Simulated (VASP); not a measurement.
Si3Sn, 4 atoms in the cell. The structure is trigonal, space group R3m (No. 160). The conventional cell has a = 4.072 Å, b = 4.072 Å, c = 20.046 Å, α = 90.00°, β = 90.00°, γ = 120.00°. Within 3.2 Å of Si (site symmetry 3m) lie 3 Si at 2.46 Å and 1 Sn at 2.62 Å. Si (site symmetry 3m) has 1 Si at 2.36 Å and 3 Sn at 2.55 Å within 3.1 Å. Within 3.1 Å of Si (site symmetry 3m) lie 4 Si at 2.36 to 2.46 Å. Within 3.4 Å of Sn (site symmetry 3m) lie 4 Si at 2.55 to 2.62 Å. 

```yaml
Program: VASP 6.6.1
Task: single point
Functional: PBE
Potentials_or_basis: VASP PAW PBE potentials, release 64 (Si, Sn_d)
Cutoff: 520 eV
k_mesh: 8 × 8 × 8
Occupations: fermi-dirac, width 0.02 eV
Spin: no spin polarisation
Dipole_correction: no
Further_INCAR_settings: ALGO = Normal; EDIFF = 1e-06; NBANDS = 21
```

Potentials or basis: VASP PAW PBE potentials, release 64 (Si, Sn_d).

Launch:

```console
$ cat potpaw_PBE.64/Si/POTCAR potpaw_PBE.64/Sn_d/POTCAR > POTCAR
$ mpirun -np 1 vasp_std > vasp.out
```

Hardware: 1 thread of Intel(R) Xeon(R) 6975P-C (Granite Rapids), on a shared host.

Task: How long does it take, and how much memory?

Result: It took 3 min on 1 thread of Intel(R) Xeon(R) 6975P-C (Granite Rapids), with other jobs on the host, peak memory 0.45 GiB. Counts: scf iterations 14, k points 65.
